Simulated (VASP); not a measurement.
Input of a VASP 6.6.1 run:

INCAR

```
SYSTEM = Be
PREC = Accurate
ENCUT = 520
EDIFF = 1E-7
ISMEAR = 0
SIGMA = 0.15
LREAL = .FALSE.
LASPH = .TRUE.
NELM = 60
ALGO = Fast
ISIF = 2
LWAVE = .FALSE.
LCHARG = .TRUE.
GGA = PS
LELF = .TRUE.
LVHAR = .TRUE.
NBANDS = 9
```

The input KPOINTS:

```
Automatic mesh
0
G
  24 24 14
  0 0 0
```

File POSCAR:

```
Be
1.0
    2.2995019849      0.0000000000      0.0000000000
   -1.1497509925      1.9914271350      0.0000000000
    0.0000000000      0.0000000000      3.6009000000
Be
2
Direct
    0.4839790661      0.9679581322      0.2500000000
    0.6666666667      0.3333333333      0.7500000000
```

Potentials or basis: VASP PAW PBE potentials, release 64 (Be).

Command:

```sh
$ cat potpaw_PBE.64/Be/POTCAR > POTCAR
$ mpirun -np 1 vasp_std > vasp.out
```

Question: Predict the largest force.

Answer: 2.365 eV/Å.

Question: What does it give for the pressure?

Answer: 2.3 GPa.

Question: Predict the band gap on the k mesh.

Answer: Zero (band 2 reaches 7.80 eV, above the bottom of band 3 at 6.31 eV).

Stress tensor (GPa, compression positive):
```
-15.39   0.00   0.00
  0.00  -3.40   0.00
  0.00   0.00  25.58
```

Caveat: the cell differs from its parent crystal (atom 1 (Be) moved by (+0.600, +0.000) A along y and z); the PAW data sets were made with another functional, which shifts forces and pressure a little.
